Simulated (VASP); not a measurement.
# SrCl2 (P-6m2) in VASP: a series of runs

SrCl2 is run at these levels: PBEsol; tasks: single point, relaxation of cell and atoms.

Program: VASP 6.6.1. These are calculated values, not measurements. Logs are shortened: lines on timing, memory, paths and dates and some standing lists are left out, and cuts for length are marked.

## Step 1: The cell of the first run

It takes space group P-6m2 (No. 187, hexagonal). The conventional cell has a = 4.139 Å, b = 4.139 Å, c = 7.581 Å, α = 90.00°, β = 90.00°, γ = 120.00°. Sr (site symmetry -6m2) has 6 Cl at 2.90 Å within 3.8 Å. Cl (site symmetry 3m) has 3 Sr at 2.90 Å and 1 Cl at 3.28 Å within 3.8 Å.

## Step 2: Single point, PBEsol

The input, INCAR:

```
ALGO = Normal ; EDIFF = 1E-6
ENCUT = 520 ; GGA = PS
ISIF = 2 ; ISMEAR = -1
LASPH = True ; LCHARG = True
LELF = True ; LREAL = False
LVHAR = True ; LWAVE = False
NBANDS = 19 ; NELM = 100
PREC = Accurate ; SIGMA = 0.03
```

The input, KPOINTS:

```
k-points
0
Gamma
  9 9 2
```

The input, POSCAR:

```
SrCl2
1.0
    4.1385551872      0.0000000045      0.0000000000
   -2.0692775976      3.5840939248      0.0000000000
    0.0000000000      0.0000000000      7.5811246064
Sr Cl
1 2
Direct
    0.0000000000      0.0000000000      0.0000000000
    0.3333333333      0.6666666667      0.2161924248
    0.3333333333      0.6666666667      0.7838075752
```

Potentials or basis: VASP PAW PBE potentials, release 64 (Sr_sv, Cl).

Launch:

```console
> cat potpaw_PBE.64/Sr_sv/POTCAR potpaw_PBE.64/Cl/POTCAR > POTCAR
> mpirun -np 1 vasp_std > vasp.out
```

OUTCAR:

```text
EDIFF = 1E-6
   ENCUT = 520
   GGA = PS
   ISIF = 2
   ISMEAR = -1
   LASPH = True
   LREAL = False
   NELM = 100
   PREC = Accurate

 ion  position               nearest neighbor table
   1  0.000  0.000  0.000-   2 2.90   3 2.90   2 2.90   3 2.90   2 2.90   3 2.90
   2  0.333  0.667  0.216-   1 2.90   1 2.90   1 2.90
   3  0.333  0.667  0.784-   1 2.90   1 2.90   1 2.90

  LATTYP: Found a hexagonal cell.
 ALAT       =     4.1385551872
 C/A-ratio  =     1.8318288058

  Lattice vectors:

 A1 = (   4.1385551872,   0.0000000045,   0.0000000000)
 A2 = (  -2.0692775976,   3.5840939248,   0.0000000000)
 A3 = (   0.0000000000,   0.0000000000,   7.5811246064)

Analysis of symmetry for initial positions (statically):
=====================================================================
 Subroutine PRICEL returns:
 Original cell was already a primitive cell.

 Routine SETGRP: Setting up the symmetry group for a
 hexagonal supercell.

 Subroutine GETGRP returns: Found 12 space group operations
 (whereof 12 operations were pure point group operations)
 out of a pool of 24 trial point group operations.

The static configuration has the point symmetry D_3h.

Analysis of symmetry for dynamics (positions and initial velocities):
=====================================================================
 Subroutine PRICEL returns:
 Original cell was already a primitive cell.

 Routine SETGRP: Setting up the symmetry group for a
 hexagonal supercell.

 Subroutine GETGRP returns: Found 12 space group operations
 (whereof 12 operations were pure point group operations)
 out of a pool of 24 trial point group operations.

The dynamic configuration has the point symmetry D_3h.

 Subroutine INISYM returns: Found 12 space group operations
 (whereof 12 operations are pure point group operations),
 and found     1 'primitive' translations

----------------------------------------------------------------------------------------

                                     Primitive cell

  volume of cell :     112.4506

  direct lattice vectors                    reciprocal lattice vectors
     4.138555187  0.000000004  0.000000000     0.241630220  0.139505273  0.000000000
    -2.069277598  3.584093925  0.000000000    -0.000000000  0.279010545  0.000000000
     0.000000000  0.000000000  7.581124606     0.000000000  0.000000000  0.131906551

  length of vectors
     4.138555187  4.138555187  7.581124606     0.279010545  0.279010545  0.131906551

  position of ions in fractional coordinates (direct lattice)
     0.000000000  0.000000000  0.000000000
     0.333333333  0.666666667  0.216192425
     0.333333333  0.666666667  0.783807575

  ion indices of the primitive-cell ions
   primitive index   ion index
                 1           1
                 2           2
                 3           3

----------------------------------------------------------------------------------------

 KPOINTS: k-points

Automatic generation of k-mesh.
 Grid dimensions read from file:
 generate k-points for:    9    9    2

 Generating k-lattice:

  Cartesian coordinates                     Fractional coordinates (reciprocal lattice)
     0.026847802  0.015500586  0.000000000     0.111111111  0.000000000  0.000000000
    -0.000000000  0.031001172  0.000000000    -0.000000000  0.111111111  0.000000000
     0.000000000  0.000000000  0.065953276     0.000000000  0.000000000  0.500000000

  Length of vectors
     0.031001172  0.031001172  0.065953276

  Shift w.r.t. Gamma in fractional coordinates (k-lattice)
     0.000000000  0.000000000  0.000000000

 Subroutine IBZKPT returns following result:
 ===========================================

 Found     24 irreducible k-points:

 Following reciprocal coordinates:
            Coordinates               Weight
  0.000000  0.000000  0.000000      1.000000
  0.111111 -0.000000  0.000000      6.000000
  0.222222  0.000000  0.000000      6.000000
  0.333333  0.000000  0.000000      6.000000
  0.444444  0.000000  0.000000      6.000000
  0.111111  0.111111  0.000000      6.000000
[... 16 lines left out ...]
  0.333333  0.222222  0.500000     12.000000
  0.333333  0.333333  0.500000      2.000000
   k-points           NKPTS =     24   k-points in BZ     NKDIM =     24   number of bands    NBANDS=     19
   number of dos      NEDOS =    301   number of ions     NIONS =      3
   total plane-waves  NPLWV =  57344
   dimension x,y,z NGX =    32 NGY =   32 NGZ =   56
   dimension x,y,z NGXF=    64 NGYF=   64 NGZF=  112
   ions per type =               1   2
   NGX,Y,Z   is equivalent  to a cutoff of  12.85, 12.85, 12.28 a.u.
   NGXF,Y,Z  is equivalent  to a cutoff of  25.71, 25.71, 24.56 a.u.
 SYSTEM =  unknown system
   PREC   = accura    normal or accurate (medium, high low for compatibility)
   ISTART =      0    job   : 0-new  1-cont  2-samecut
   ICHARG =      2    charge: 1-file 2-atom 10-const
   ISPIN  =      1    spin polarized calculation?
   LNONCOLLINEAR =      F non collinear calculations
   LSORBIT =      F    spin-orbit coupling
   LASPH  =      T    aspherical Exc in radial PAW
   ENCUT  =  520.0 eV  38.22 Ry    6.18 a.u.   7.69  7.69 14.10*2*pi/ulx,y,z
   NELM   =    100;   NELMIN=  2; NELMDL= -5     # of ELM steps
   EDIFF  = 0.1E-05   stopping-criterion for ELM
   LREAL  =      F    real-space projection
   EDIFFG = 0.1E-04   stopping-criterion for IOM
   NSW    =      0    number of steps for IOM
   IBRION =     -1    ionic relax: 0-MD 1-quasi-New 2-CG
   NFREE  =      0    steps in history (QN), initial steepest desc. (CG)
   ISIF   =      2    stress and relaxation
   ISYM   =      2    0-nonsym 1-usesym 2-fastsym
   POTIM  = 0.5000    time-step for ionic-motion
   TEBEG  =    0.0;   TEEND  =   0.0 temperature during run
   PSTRESS=    0.0 pullay stress
   NELECT =      24.0000    total number of electrons
   NUPDOWN=      -1.0000    fix difference up-down
   EMIN   =  10.00;   EMAX   =-10.00  energy-range for DOS
   EFERMI =   0.00;   METHOD = LEGACY
   ISMEAR =    -1;   SIGMA  =   0.03  broadening in eV -4-tet -1-fermi 0-gaus
   EFERMI_NEDOS =   21; number of points for ismear=-14 and -15
   IALGO  =     38    algorithm
   IMIX   =      4    mixing-type and parameters
     AMIX     =   0.40;   BMIX     =  1.00
     AMIX_MAG =   1.60;   BMIX_MAG =  1.00
  volume/ion in A,a.u.               =      37.48       252.95
  Fermi-wavevector in a.u.,A,eV,Ry     =   0.978343  1.848801 13.022896  0.957156
  Thomas-Fermi vector in A             =   2.109112
   LORBIT       =      0    0 simple, 1 ext, 2 COOP (PROOUT), +10 PAW based schemes
   GGA     = PS    functional components
   LHFCALC =     F    Hartree Fock is set to
   AEXX    =    0.0000 exact exchange contribution
   IVDW    =     0    specifies the selected vdW correction
   LEPSILON=     F    determine dielectric tensor
   LRPA    =     F    only Hartree local field effects (RPA)
 non-spin polarized calculation
  energy-cutoff  :      520.00
  volume of cell :      112.45
 maximum number of plane-waves:      3088
 NGX is ok and might be reduce to    32
   NGX = 15   NGY = 15   NGZ = 29

 number of electron      23.9999998 magnetization

 Free energy of the ion-electron system (eV)
  ---------------------------------------------------
  ext. energy  EPLUGINS =         0.00000000
  ---------------------------------------------------
  free energy    TOTEN  =       -12.67447679 eV

  energy without entropy =      -12.67447679  energy(sigma->0) =      -12.67447679

 E-fermi :  -1.3056     XC(G=0):  -6.9711

 val. band max:       -1.9704041742   @ k =   0.1111   0.1111   0.0000
 cond. band min:       2.7559013529   @ k =   0.0000   0.0000   0.0000
 fundamental gap:      4.7263055270
 Fermi energy:        -1.3056329649

 k-point     1 :       0.0000    0.0000    0.0000
  band No.  band energies     occupation
      1     -34.7436      2.00000
      2     -17.0581      2.00000
      3     -16.7427      2.00000
      4     -16.7427      2.00000
      5     -14.8595      2.00000
      6     -14.1255      2.00000
[... 11 lines left out ...]
     18       5.4121      0.00000
     19       5.9063      0.00000

 k-point     2 :       0.1111   -0.0000    0.0000
  band No.  band energies     occupation
      1     -34.7414      2.00000
      2     -17.0297      2.00000
      3     -16.8192      2.00000
      4     -16.7505      2.00000
      5     -14.7828      2.00000
      6     -14.1575      2.00000
[... 11 lines left out ...]
     18       5.5649      0.00000
     19       6.6055      0.00000

 k-point     3 :       0.2222    0.0000    0.0000
  band No.  band energies     occupation
      1     -34.7359      2.00000
      2     -16.9909      2.00000
      3     -16.9545      2.00000
      4     -16.7703      2.00000
      5     -14.6107      2.00000
      6     -14.2418      2.00000
[... 11 lines left out ...]
     18       5.9539      0.00000
     19       7.4454      0.00000

 k-point     4 :       0.3333    0.0000    0.0000
  band No.  band energies     occupation
      1     -34.7295      2.00000
      2     -17.1597      2.00000
      3     -16.8626      2.00000
      4     -16.7926      2.00000
      5     -14.4417      2.00000
      6     -14.3442      2.00000
[... 11 lines left out ...]
     18       6.3969      0.00000
     19       7.2645      0.00000

 k-point     5 :       0.4444    0.0000    0.0000
  band No.  band energies     occupation
      1     -34.7254      2.00000
      2     -17.2591      2.00000
      3     -16.8071      2.00000
      4     -16.7982      2.00000
      5     -14.4154      2.00000
      6     -14.3422      2.00000
[... 11 lines left out ...]
     18       6.6825      0.00000
     19       7.1008      0.00000

 k-point     6 :       0.1111    0.1111    0.0000
  band No.  band energies     occupation
      1     -34.7376      2.00000
      2     -16.9777      2.00000
      3     -16.9381      2.00000
      4     -16.7684      2.00000
      5     -14.6596      2.00000
      6     -14.2158      2.00000
[... 11 lines left out ...]
     18       5.8159      0.00000
     19       7.3544      0.00000

 k-point     7 :       0.2222    0.1111    0.0000
  band No.  band energies     occupation
      1     -34.7316      2.00000
      2     -17.0958      2.00000
      3     -16.8935      2.00000
      4     -16.7987      2.00000
      5     -14.4924      2.00000
      6     -14.3097      2.00000
[... 11 lines left out ...]
     18       6.1887      0.00000
     19       7.4817      0.00000

 k-point     8 :       0.3333    0.1111    0.0000
  band No.  band energies     occupation
      1     -34.7263      2.00000
      2     -17.2188      2.00000
      3     -16.8255      2.00000
      4     -16.8139      2.00000
      5     -14.3978      2.00000
      6     -14.3609      2.00000
[... 256 lines left out ...]
 k-point    20 :       0.3333    0.1111    0.5000
  band No.  band energies     occupation
      1     -34.7263      2.00000
      2     -17.2181      2.00000
      3     -16.8255      2.00000
      4     -16.8142      2.00000
      5     -14.4124      2.00000
      6     -14.3477      2.00000
[... 11 lines left out ...]
     18       6.9835      0.00000
     19       7.3319      0.00000

 k-point    21 :       0.4444    0.1111    0.5000
  band No.  band energies     occupation
      1     -34.7242      2.00000
      2     -17.2636      2.00000
      3     -16.8361      2.00000
      4     -16.7809      2.00000
      5     -14.4487      2.00000
      6     -14.2990      2.00000
[... 11 lines left out ...]
     18       7.1118      0.00000
     19       7.4160      0.00000

 k-point    22 :       0.2222    0.2222    0.5000
  band No.  band energies     occupation
      1     -34.7267      2.00000
      2     -17.1893      2.00000
      3     -16.8480      2.00000
      4     -16.8204      2.00000
      5     -14.4052      2.00000
      6     -14.3530      2.00000
[... 11 lines left out ...]
     18       6.9622      0.00000
     19       7.4007      0.00000

 k-point    23 :       0.3333    0.2222    0.5000
  band No.  band energies     occupation
      1     -34.7235      2.00000
      2     -17.2417      2.00000
      3     -16.8854      2.00000
      4     -16.7696      2.00000
      5     -14.4601      2.00000
      6     -14.2749      2.00000
[... 11 lines left out ...]
     18       7.4566      0.00000
     19       7.5476      0.00000

 k-point    24 :       0.3333    0.3333    0.5000
  band No.  band energies     occupation
      1     -34.7224      2.00000
      2     -17.2431      2.00000
      3     -16.9175      2.00000
      4     -16.7516      2.00000
      5     -14.4792      2.00000
      6     -14.2459      2.00000
[... 11 lines left out ...]
     18       7.5518      0.00000
     19       7.5994      0.00000

------------------------ aborting loop because EDIFF is reached ----------------------------------------

  FORCE on cell =-STRESS in cart. coord.  units (eV):
  Direction    XX          YY          ZZ          XY          YZ          ZX
  --------------------------------------------------------------------------------------
  -------------------------------------------------------------------------------------
  Total        0.0732284      0.0732284      0.0728578     -0.0000000     -0.0000000      0.0000000
  in kB        1.0433459      1.0433459      1.0380657     -0.0000000     -0.0000000      0.0000000
  external PRESSURE =       1.0415858 kB  Pullay stress =       0.0000000 kB

 VOLUME and BASIS-vectors are now :
 -----------------------------------------------------------------------------
  energy-cutoff  :      520.00
  volume of cell :      112.45
      direct lattice vectors                 reciprocal lattice vectors
     4.138555187  0.000000004  0.000000000     0.241630220  0.139505273  0.000000000
    -2.069277598  3.584093925  0.000000000    -0.000000000  0.279010545  0.000000000
     0.000000000  0.000000000  7.581124606     0.000000000  0.000000000  0.131906551

 POSITION                                       TOTAL-FORCE (eV/Angst)
 -----------------------------------------------------------------------------------
      0.00000      0.00000      0.00000         0.000000      0.000000      0.000000
     -0.00000      2.38940      1.63898         0.000000     -0.000000      0.027557
     -0.00000      2.38940      5.94214        -0.000000     -0.000000     -0.027557
 -----------------------------------------------------------------------------------
    total drift:                                0.000000     -0.000000     -0.000000

  FREE ENERGIE OF THE ION-ELECTRON SYSTEM (eV)
  ---------------------------------------------------
  free  energy   TOTEN  =       -12.6744767909 eV

  energy  without entropy=      -12.6744767908  energy(sigma->0) =      -12.67447679
```

It took 25 s on 1 thread of Intel Xeon Platinum 8488C (Sapphire Rapids), shared host; peak memory 0.24 GiB.

What came out:

```yaml
Free_energy: -12.6745 eV
Pressure: 0.1 GPa
Largest_force: 0.028 eV/Å
Band_gap_on_the_k_mesh: 4.73 eV, indirect (least direct gap 4.74 eV)
```

Forces in eV/Å, atoms in the order of the input:
```
Sr   0.000  0.000  0.000
Cl   0.000  0.000  0.028
Cl   0.000  0.000 -0.028
```

Levels at points of the mesh, in eV from the valence-band top:
| k point | band 10 | band 11 | band 12 | band 13 | band 14 | band 15 |
| --- | --- | --- | --- | --- | --- | --- |
| (0.00, 0.00, 0.00) | -0.64 | -0.64 | -0.01 | 4.73 | 6.34 | 6.77 |
| (0.00, 0.00, 0.50) | -0.66 | -0.66 | -0.32 | 5.06 | 6.41 | 6.79 |

Caveat: the PAW data sets were made with another functional, which shifts forces and pressure a little. A k mesh can miss the band edges.

## Step 3: Relaxation of cell and atoms, PBEsol

This run uses another cell than the first one, of 28.58 Å³/atom, 0.762 times its volume.

The input, INCAR:

```
SYSTEM = SrCl2
  PREC = Accurate
  ENCUT = 600
  EDIFF = 1E-6
  ISMEAR = -1
  SIGMA = 0.03
  LREAL = .False.
  LASPH = .True.
  NELM = 100
  ALGO = Normal
  ISIF = 3
  LWAVE = .False.
  LCHARG = .False.
  GGA = PS
  IBRION = 2
  NSW = 100
  EDIFFG = -0.01
```

The input, KPOINTS:

```
regular mesh
0
Gamma
  9 9 2
  0 0 0
```

The input, POSCAR:

```
SrCl2
1.0
    2.6296338900      0.0000000000      0.0000000000
   -1.3148169500      2.2773297600      0.0000000000
    0.0000000000      0.0000000000     14.3159065900
Sr Cl
1 2
Direct
    0.0000000000      0.0000000000      0.0000000000
    0.3333333300      0.6666666700      0.0894929800
    0.3333333300      0.6666666700      0.9105070200
```

Potentials or basis: VASP PAW PBE potentials, release 64 (Sr_sv, Cl).

Launch:

```console
> cat potpaw_PBE.64/Sr_sv/POTCAR potpaw_PBE.64/Cl/POTCAR > POTCAR
> mpirun -np 1 vasp_std > vasp.out
```

It took 8.4 min on 1 thread of Intel Xeon Platinum 8488C (Sapphire Rapids), shared host; peak memory 0.28 GiB.

It converged, with:

```
Free energy                            : -12.5936 eV
Relaxed cell                           : a = 4.082 Å, b = 4.082 Å, c = 12.350 Å, α = 90.00°, β = 90.00°, γ = 120.00°
Space group after relaxing (to 0.05 Å) : P-6m2 (No. 187)
Energy gained by relaxing              : 9962.1 meV/atom
Ionic steps                            : 16
Largest force after relaxing           : 0.009 eV/Å
Band gap on the k mesh                 : 4.96 eV, indirect (least direct gap 5.01 eV)
```

Forces on the atoms (eV/Å):
```
Sr   0.000  0.000  0.000
Cl   0.000  0.000  0.009
Cl   0.000  0.000 -0.009
```

The path:
| step | energy change (eV) | largest force (eV/Å) | pressure (GPa) | volume (Å³) |
| --- | --- | --- | --- | --- |
| 1 | 0.0000 | 27.9942 | 133.81 | 85.73 |
| 2 | -9.4418 | 0.2261 | -5.52 | 853.71 |
| 3 | -23.0844 | 1.6347 | -2.11 | 276.06 |
| 4 | -23.3535 | 1.7669 | -2.13 | 262.90 |
| 5 | -25.4586 | 2.2656 | 0.57 | 158.15 |
| 6 | -25.3169 | 1.6241 | 6.05 | 131.93 |
| 7 | -25.4907 | 2.1376 | 1.49 | 151.34 |
| 8 | -25.4963 | 2.0976 | 1.79 | 149.52 |
| 9 | -28.5958 | 1.5540 | 0.84 | 162.24 |
| 10 | -29.3655 | 0.8155 | 1.00 | 166.12 |
| 11 | -29.8210 | 0.6763 | 1.48 | 169.10 |
| 12 | -29.8309 | 0.5832 | 1.45 | 169.12 |
| 13 | -29.8719 | 0.0877 | -0.61 | 184.07 |
| 14 | -29.8828 | 0.1063 | -0.02 | 179.14 |
| 15 | -29.8856 | 0.0541 | -0.01 | 178.66 |
| 16 | -29.8864 | 0.0090 | 0.00 | 178.23 |

Final structure:
```
Sr Cl
1.0
     4.08220    0.00000    0.00000
    -2.04110    3.53529    0.00000
     0.00000    0.00000   12.34955
Sr Cl
1 2
Direct
  0.00000 0.00000 0.00000
  0.33333 0.66667 0.13417
  0.33333 0.66667 0.86583
```

Levels at points of the mesh, in eV from the valence-band top:
```
           k point  band 9  band 10  band 11  band 12  band 13  band 14  band 15  band 16
(0.00, 0.00, 0.00)   -0.68    -0.42    -0.42    -0.04     5.13     6.53     6.99     6.99
(0.00, 0.00, 0.50)   -0.68    -0.42    -0.42    -0.04     5.14     6.53     6.99     6.99
```

Caveat: the volume moved by over 15 % at a fixed basis, so the end points are rough; the PAW data sets were made with another functional, which shifts forces and pressure a little.
